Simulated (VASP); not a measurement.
Write the native input for VASP 6.6.1 that does the following.

```
Task                   : single point
Functional             : PBEsol
Potentials or basis    : VASP PAW PBE potentials, release 64 (Ag, Cl)
Cutoff                 : 520 eV
k mesh                 : 10 × 10 × 6
Occupations            : gaussian, width 0.05 eV
Spin                   : no spin polarisation
Dipole correction      : no
Further INCAR settings : ALGO = Normal; EDIFF = 1e-06; NBANDS = 26
```

The structure of AgCl lies in POSCAR:

```
AgCl
1.0
    3.4867243335      0.0000000000      0.0000000000
    0.0000000000      3.3311591989      0.0000000000
    0.0000000000      0.0000000000      6.6623183978
Ag Cl
2 2
Direct
    0.0000000000      0.0000000000      0.0000000000
    0.0000000000      0.0000000000      0.5000000000
    0.4404711729      0.5000000000      0.2500000000
    0.5595288271      0.5000000000      0.7500000000
```

This cell differs from its parent crystal: atoms displaced along a vibrational mode, the cell strained.

One way to write it, as run:

INCAR

```
SYSTEM = AgCl
  ALGO = Normal
  EDIFF = 1E-6
  ENCUT = 520
  GGA = PS
  ISIF = 2
  ISMEAR = 0
  LASPH = .True.
  LCHARG = .False.
  LREAL = .False.
  LWAVE = .False.
  NBANDS = 26
  NELM = 80
  PREC = Accurate
  SIGMA = 0.05
```

KPOINTS

```
k-points
0
Gamma
  10 10 6
  0 0 0
```

Potentials or basis: VASP PAW PBE potentials, release 64 (Ag, Cl).

Command:

```sh
$ cat potpaw_PBE.64/Ag/POTCAR potpaw_PBE.64/Cl/POTCAR > POTCAR
$ mpirun -np 1 vasp_std > vasp.out
```

Results of the run:

* Pressure: -2.1 GPa
* Largest force: 0.252 eV/Å
* Band gap on the k mesh: 0.53 eV (least direct gap 0.54 eV)

Caveat: the cell differs from its parent crystal (atoms displaced along a vibrational mode, the cell strained); semilocal functionals underestimate gaps, and a narrow one can read as zero; the PAW data sets were made with another functional, which shifts forces and pressure a little.

It took 110 s on 1 thread of AMD EPYC 9R45 96-Core Processor (Zen 5), on a shared host, peak memory 0.33 GiB.
